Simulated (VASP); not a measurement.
# Zr (P6_3/mmc) in VASP: notebook

Zr is run at these levels: PBE; tasks: single point, relaxation of cell and atoms.

Program: VASP 6.6.1. These are calculated values, not measurements. Logs are shortened: lines on timing, memory, paths and dates and some standing lists are left out, and cuts for length are marked.

### 1 The cell of the first run

The structure is hexagonal, space group P6_3/mmc (No. 194). The conventional cell has a = 3.190 Å, b = 3.190 Å, c = 5.110 Å, α = 90.00°, β = 90.00°, γ = 120.00°. Within 4.1 Å of Zr (site symmetry -6m2) lie 12 Zr at 3.15 to 3.19 Å.

### 2 Single point, PBE

INCAR reads:

```
PREC     = Accurate       # precision mode
ENCUT    = 500            # plane-wave cutoff, eV
EDIFF    = 1E-6           # SCF threshold, eV
ISMEAR   = 0              # smearing method
SIGMA    = 0.1            # smearing width, eV
LREAL    = False          # projectors in reciprocal space
LASPH    = True           # aspherical terms in the spheres
NELM     = 120            # most SCF steps
ALGO     = Normal         # electronic algorithm
ISIF     = 2              # what is computed and relaxed
LWAVE    = False          # write WAVECAR
LCHARG   = True           # write CHGCAR
GGA      = PE             # functional
LELF     = True           # ELF
LVHAR    = True         
NBANDS   = 19             # bands
GGA_COMPAT= False
```

KPOINTS reads:

```
Automatic mesh
0
Gamma
  6 6 4
```

POSCAR reads:

```
Zr
1.0
    3.1900000000      0.0000000000      0.0000000000
   -1.5950000000      2.7626210000      0.0000000000
    0.0000000000      0.0000000000      5.1100000000
Zr
2
Direct
    0.3333333000      0.6666667000      0.2500000000
    0.6666667000      0.3333333000      0.7500000000
```

Potentials or basis: VASP PAW PBE potentials, release 64 (Zr_sv).

Command:

```bash
$ cat potpaw_PBE.64/Zr_sv/POTCAR > POTCAR
$ mpirun -np 1 vasp_std > vasp.out
```

OUTCAR:

```text
PREC = Accurate
   ENCUT = 500
   EDIFF = 1E-6
   ISMEAR = 0
   LREAL = False
   LASPH = True
   NELM = 120
   ISIF = 2
   GGA = PE

 ion  position               nearest neighbor table
   1  0.333  0.667  0.250-   2 3.15   2 3.15   2 3.15   2 3.15   2 3.15   2 3.15
   2  0.667  0.333  0.750-   1 3.15   1 3.15   1 3.15   1 3.15   1 3.15   1 3.15

  LATTYP: Found a hexagonal cell.
 ALAT       =     3.1900000000
 C/A-ratio  =     1.6018808777

  Lattice vectors:

 A1 = (   3.1900000000,   0.0000000000,   0.0000000000)
 A2 = (  -1.5950000000,   2.7626210000,   0.0000000000)
 A3 = (   0.0000000000,   0.0000000000,   5.1100000000)

Analysis of symmetry for initial positions (statically):
=====================================================================
 Subroutine PRICEL returns:
 Original cell was already a primitive cell.

 Routine SETGRP: Setting up the symmetry group for a
 hexagonal supercell.

 Subroutine GETGRP returns: Found 24 space group operations
 (whereof 12 operations were pure point group operations)
 out of a pool of 24 trial point group operations.

The static configuration has the point symmetry D_3d.
 The point group associated with its full space group is D_6h.

Analysis of symmetry for dynamics (positions and initial velocities):
=====================================================================
 Subroutine PRICEL returns:
 Original cell was already a primitive cell.

 Routine SETGRP: Setting up the symmetry group for a
 hexagonal supercell.

 Subroutine GETGRP returns: Found 24 space group operations
 (whereof 12 operations were pure point group operations)
 out of a pool of 24 trial point group operations.

The dynamic configuration has the point symmetry D_3d.
 The point group associated with its full space group is D_6h.

 Subroutine INISYM returns: Found 24 space group operations
 (whereof 12 operations are pure point group operations),
 and found     1 'primitive' translations

----------------------------------------------------------------------------------------

[... 71 lines left out ...]
   number of dos      NEDOS =    301   number of ions     NIONS =      2
   total plane-waves  NPLWV =  23040
   dimension x,y,z NGX =    24 NGY =   24 NGZ =   40
   dimension x,y,z NGXF=    48 NGYF=   48 NGZF=   80
   ions per type =               2
   NGX,Y,Z   is equivalent  to a cutoff of  12.51, 12.51, 13.01 a.u.
   NGXF,Y,Z  is equivalent  to a cutoff of  25.02, 25.02, 26.03 a.u.
 SYSTEM =  unknown system
   PREC   = accura    normal or accurate (medium, high low for compatibility)
   ISTART =      0    job   : 0-new  1-cont  2-samecut
   ICHARG =      2    charge: 1-file 2-atom 10-const
   ISPIN  =      1    spin polarized calculation?
   LNONCOLLINEAR =      F non collinear calculations
   LSORBIT =      F    spin-orbit coupling
   LASPH  =      T    aspherical Exc in radial PAW
   ENCUT  =  500.0 eV  36.75 Ry    6.06 a.u.   5.82  5.82  9.32*2*pi/ulx,y,z
   NELM   =    120;   NELMIN=  2; NELMDL= -5     # of ELM steps
   EDIFF  = 0.1E-05   stopping-criterion for ELM
   LREAL  =      F    real-space projection
[... 7 lines left out ...]
   TEBEG  =    0.0;   TEEND  =   0.0 temperature during run
   PSTRESS=    0.0 pullay stress
   NELECT =      24.0000    total number of electrons
   NUPDOWN=      -1.0000    fix difference up-down
   EMIN   =  10.00;   EMAX   =-10.00  energy-range for DOS
   EFERMI =   0.00;   METHOD = LEGACY
   ISMEAR =     0;   SIGMA  =   0.10  broadening in eV -4-tet -1-fermi 0-gaus
   EFERMI_NEDOS =   21; number of points for ismear=-14 and -15
   IALGO  =     38    algorithm
   IMIX   =      4    mixing-type and parameters
     AMIX     =   0.40;   BMIX     =  1.00
     AMIX_MAG =   1.60;   BMIX_MAG =  1.00
  volume/ion in A,a.u.               =      22.52       151.95
  Fermi-wavevector in a.u.,A,eV,Ry     =   1.327295  2.508225 23.969564  1.761713
  Thomas-Fermi vector in A             =   2.456618
   LORBIT       =      0    0 simple, 1 ext, 2 COOP (PROOUT), +10 PAW based schemes
   GGA     = PE    functional components
   LHFCALC =     F    Hartree Fock is set to
   AEXX    =    0.0000 exact exchange contribution
   IVDW    =     0    specifies the selected vdW correction
   LEPSILON=     F    determine dielectric tensor
   LRPA    =     F    only Hartree local field effects (RPA)
 non-spin polarized calculation
 Gauss-broadening in eV      SIGMA  =   0.10
  energy-cutoff  :      500.00
  volume of cell :       45.03
 maximum number of plane-waves:      1170
 NGX is ok and might be reduce to    24
   NGX = 11   NGY = 11   NGZ = 19

 number of electron      24.0000000 magnetization

 Free energy of the ion-electron system (eV)
  ---------------------------------------------------
  ext. energy  EPLUGINS =         0.00000000
  ---------------------------------------------------
  free energy    TOTEN  =       -17.01943021 eV

  energy without entropy =      -17.00620706  energy(sigma->0) =      -17.01281863

 E-fermi :   9.4182     XC(G=0): -11.2340

 val. band max:        9.3821964810   @ k =   0.0000   0.0000   0.5000
 cond. band min:       9.4694770273   @ k =   0.1667   0.1667   0.5000
 fundamental gap:      0.0872805463
 Fermi energy:         9.4181723796

 k-point     1 :       0.0000    0.0000    0.0000
  band No.  band energies     occupation
      1     -39.3968      2.00000
      2     -39.2230      2.00000
      3     -17.9824      2.00000
      4     -17.0076      2.00000
      5     -17.0076      2.00000
      6     -16.8752      2.00000
[... 439 lines left out ...]
      6     -17.4697      2.00000
[... 11 lines left out ...]
     18      13.9434      0.00000
     19      17.7432      0.00000

------------------------ aborting loop because EDIFF is reached ----------------------------------------

  FORCE on cell =-STRESS in cart. coord.  units (eV):
  Direction    XX          YY          ZZ          XY          YZ          ZX
  --------------------------------------------------------------------------------------
  -------------------------------------------------------------------------------------
  Total        0.9713612      0.9713612      1.0995309      0.0000000     -0.0000000     -0.0000000
  in kB       34.5587827     34.5587818     39.1187641      0.0000000     -0.0000000     -0.0000000
  external PRESSURE =      36.0787762 kB  Pullay stress =       0.0000000 kB

 VOLUME and BASIS-vectors are now :
 -----------------------------------------------------------------------------
  energy-cutoff  :      500.00
  volume of cell :       45.03
      direct lattice vectors                 reciprocal lattice vectors
     3.190000000  0.000000000  0.000000000     0.313479624  0.180987548  0.000000000
    -1.595000000  2.762621000  0.000000000     0.000000000  0.361975095  0.000000000
     0.000000000  0.000000000  5.110000000     0.000000000  0.000000000  0.195694716

 POSITION                                       TOTAL-FORCE (eV/Angst)
 -----------------------------------------------------------------------------------
     -0.00000      1.84175      1.27750        -0.000000      0.000000      0.000000
      1.59500      0.92087      3.83250         0.000000     -0.000000      0.000000
 -----------------------------------------------------------------------------------
    total drift:                               -0.000097      0.000056     -0.000002

  FREE ENERGIE OF THE ION-ELECTRON SYSTEM (eV)
  ---------------------------------------------------
  free  energy   TOTEN  =       -17.0194302112 eV

  energy  without entropy=      -17.0062070575  energy(sigma->0) =      -17.01281863
```

Wall time 16 s (1 thread of Intel Xeon 8259CL, shared host); peak memory 0.13 GiB.

What came out:

- Free energy: -17.0194 eV
- Pressure: 3.6 GPa
- Band gap on the k mesh: zero (bands 12 and 13 overlap by 0.88 eV)

Caveat: the k points lie up to 0.38 Å⁻¹ apart, too coarse for converged energies and pressures of a metal.

### 3 Single point, PBE

This run uses another cell than the first one, of 23.39 Å³/atom.

INCAR reads:

```
  PREC = Accurate
  ENCUT = 500
  EDIFF = 1E-6
  ISMEAR = 0
  SIGMA = 0.1
  LREAL = False
  LASPH = True
  NELM = 120
  ALGO = Normal
  ISIF = 2
  LWAVE = False
  LCHARG = False
  GGA = PE
  NBANDS = 19
  GGA_COMPAT = False
```

KPOINTS reads:

```
Automatic mesh
0
Gamma
  15 15 8
```

POSCAR reads:

```
Zr
1.0
    3.2317372899      0.0000000000      0.0000000000
   -1.6158686449      2.7987665914      0.0000000000
    0.0000000000      0.0000000000      5.1719859835
Zr
2
Direct
    0.3333333333      0.6666666667      0.2500000000
    0.6666666667      0.3333333333      0.7500000000
```

Potentials or basis: VASP PAW PBE potentials, release 64 (Zr_sv).

Command:

```bash
$ cat potpaw_PBE.64/Zr_sv/POTCAR > POTCAR
$ mpirun -np 1 vasp_std > vasp.out
```

It took 74 s on 1 thread of Intel Xeon 8259CL, shared host; peak memory 0.19 GiB.

The run converged. Its results:

```
Free energy            : -17.0461 eV
Pressure               : 0.0 GPa
Band gap on the k mesh : zero (bands 12 and 13 overlap by 1.18 eV)
```

Levels at points of the mesh, in eV from the Fermi level:
| k point | band 9 | band 10 | band 11 | band 12 | band 13 | band 14 | band 15 | band 16 |
| --- | --- | --- | --- | --- | --- | --- | --- | --- |
| (0.00, 0.00, 0.00) | -5.67 | -3.04 | 0.85 | 0.85 | 0.95 | 1.09 | 1.53 | 1.53 |
| (0.00, 0.00, 0.50) | -3.98 | -3.98 | 0.00 | 0.00 | 0.77 | 0.77 | 0.77 | 0.77 |

### 4 Relaxation of cell and atoms, PBE

INCAR reads:

```
PREC     = Accurate       # precision mode
ENCUT    = 500            # plane-wave cutoff, eV
EDIFF    = 1E-7           # SCF threshold, eV
ISMEAR   = 0              # smearing method
SIGMA    = 0.1            # smearing width, eV
LREAL    = False          # projectors in reciprocal space
LASPH    = True           # aspherical terms in the spheres
NELM     = 120            # most SCF steps
ALGO     = Normal         # electronic algorithm
ISIF     = 3              # what is computed and relaxed
LWAVE    = False          # write WAVECAR
LCHARG   = False          # write CHGCAR
GGA      = PE             # functional
IBRION   = 2              # ionic algorithm
NSW      = 100            # ionic steps
EDIFFG   = -0.002         # ionic threshold
GGA_COMPAT= False        
NELMIN   = 4
```

KPOINTS is that of step 3.

POSCAR reads:

```
Zr
1.0
    3.1900000000      0.0000000000      0.0000000000
   -1.5950000000      2.7626210000      0.0000000000
    0.0000000000      0.0000000000      5.1100000000
Zr
2
Direct
    0.3333333000      0.6666667000      0.2500000000
    0.6666667000      0.3333333000      0.7500000000
```

Command:

```bash
$ cat potpaw_PBE.64/Zr_sv/POTCAR > POTCAR
$ mpirun -np 1 vasp_std > vasp.out
```

Run time: 7.1 min. Hardware: 1 thread of Intel Xeon 8259CL, shared host; peak memory 0.19 GiB.

It converged, with:

```yaml
Free_energy: -17.0456 eV
Relaxed_volume: 23.40 Å³/atom
Relaxed_cell: a = 3.232 Å, b = 3.232 Å, c = 5.171 Å, α = 90.00°, β = 90.00°, γ = 120.00°
Space_group_after_relaxing_to_0.1_Å: P6_3/mmc (No. 194)
Energy_gained_by_relaxing: 10.1 meV/atom
Ionic_steps: 9
Pressure_after_relaxing: 0.0 GPa
Band_gap_on_the_k_mesh: zero (bands 12 and 13 overlap by 1.18 eV)
```

Step by step:
```tsv
step	energy change (eV)	largest force (eV/Å)	pressure (GPa)	volume (Å³)
1	0.0000	0.0000	3.81	45.03
2	-0.0004	0.0000	-3.36	48.61
3	-0.0202	0.0000	-0.02	46.79
4	-0.0202	0.0000	0.05	46.76
5	-0.0203	0.0000	0.05	46.76
6	-0.0203	0.0000	0.05	46.77
7	-0.0203	0.0000	0.05	46.77
8	-0.0203	0.0000	-0.05	46.81
9	-0.0203	0.0000	0.00	46.79
```

Final structure:
```xyz
2
Lattice="3.2323 0.0000 0.0000 -1.6162 2.7993 0.0000 0.0000 0.0000 5.1713" Properties=species:S:1:pos:R:3 pbc="T T T"
Zr    0.0000    1.8662    1.2928
Zr    1.6162    0.9331    3.8785
```

Levels at points of the mesh, in eV from the Fermi level:
```
           k point  band 9  band 10  band 11  band 12  band 13  band 14  band 15  band 16
(0.00, 0.00, 0.00)   -5.67    -3.04     0.85     0.85     0.95     1.10     1.53     1.53
(0.00, 0.00, 0.50)   -3.98    -3.98     0.00     0.00     0.76     0.76     0.76     0.76
```

### 5 Summary

```csv
task,cell,k mesh,gap on the mesh (eV),pressure (GPa)
single point,"a = 3.190, b = 3.190, c = 5.110 Å, angles 90.0, 90.0, 120.0°, 2 atoms",6 × 6 × 4,none,3.6
single point,"a = 3.232, b = 3.232, c = 5.172 Å, angles 90.0, 90.0, 120.0°, 2 atoms",15 × 15 × 8,none,0.0
relaxation of cell and atoms,"relaxed from a = 3.190, b = 3.190, c = 5.110 Å, angles 90.0, 90.0, 120.0°, 2 atoms",15 × 15 × 8,none,0.0
```

Alike in all rows: level PBE; potentials or basis VASP PAW PBE potentials, release 64 (Zr_sv); no spin polarisation; cutoff (eV) 500; smearing gaussian 0.1 eV.

Caveats: some runs use coarse meshes.

Absolute energies hang on the potentials; compare differences alone.

The gap in the log of VASP goes by the Fermi energy; the results here count the filled bands.